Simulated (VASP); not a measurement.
A run of VASP 6.6.1 is set up as follows.

Contents of POSCAR:

```
SnO2
1.0
    4.5698078168      0.0000000000      0.0000000000
    0.0000000000      4.5698078168      0.0000000000
    0.0000000000      0.0000000000      2.9445198908
Sn O
2 4
Direct
    0.0000000000      0.0000000000      0.0000000000
    0.5000000000      0.5000000000      0.5000000000
    0.3058934984      0.3058934984      0.0000000000
    0.1941065016      0.8058934984      0.5000000000
    0.6941065016      0.6941065016      0.0000000000
    0.8058934984      0.1941065016      0.5000000000
```

Contents of INCAR.step1:

```
SYSTEM = SnO2
ALGO = Normal
EDIFF = 1E-4
ENCUT = 520
GGA = PE
ISMEAR = 0
LASPH = .True.
LCHARG = .False.
LREAL = .False.
LWAVE = .True.
NBANDS = 35
NELM = 80
PREC = Accurate
SIGMA = 0.05
```

Contents of INCAR.step2:

```
SYSTEM = SnO2
ALGO = Normal
EDIFF = 1E-6
ENCUT = 520
ISIF = 2
ISMEAR = 0
ISTART = 1
LASPH = .True.
LCHARG = .False.
LMIXTAU = .True.
LREAL = .False.
LWAVE = .False.
METAGGA = R2SCAN
NBANDS = 35
NELM = 80
PREC = Accurate
SIGMA = 0.05
```

Contents of KPOINTS:

```
k-points
0
Gamma
  6 6 8
  0 0 0
```

Potentials or basis: VASP PAW PBE potentials, release 64 (Sn_d, O).

Launch:

```bash
$ cat potpaw_PBE.64/Sn_d/POTCAR potpaw_PBE.64/O/POTCAR > POTCAR
$ cp INCAR.step1 INCAR
$ mpirun -np 1 vasp_std > vasp.out
$ cp INCAR.step2 INCAR
$ mpirun -np 1 vasp_std > vasp.out
```

Question: What does it give for the band gap on the k mesh?

Answer: 4.10 eV.

Question: Estimate the largest force.

Answer: 1.429 eV/Å.

Question: Estimate the pressure.

Answer: 58.0 GPa.

Stress tensor (GPa, compression positive):
```
47.23  0.00  0.00
 0.00 47.23  0.00
 0.00  0.00 79.47
```

Caveat: the cell differs from its parent crystal (strain -0.040 along x and y, -0.080 along z); the stress differs along the axes, from 47 to 79 GPa; the PAW data sets were made with another functional, which shifts forces and pressure a little; spin-orbit coupling is left out, which moves the levels of the heavy elements.
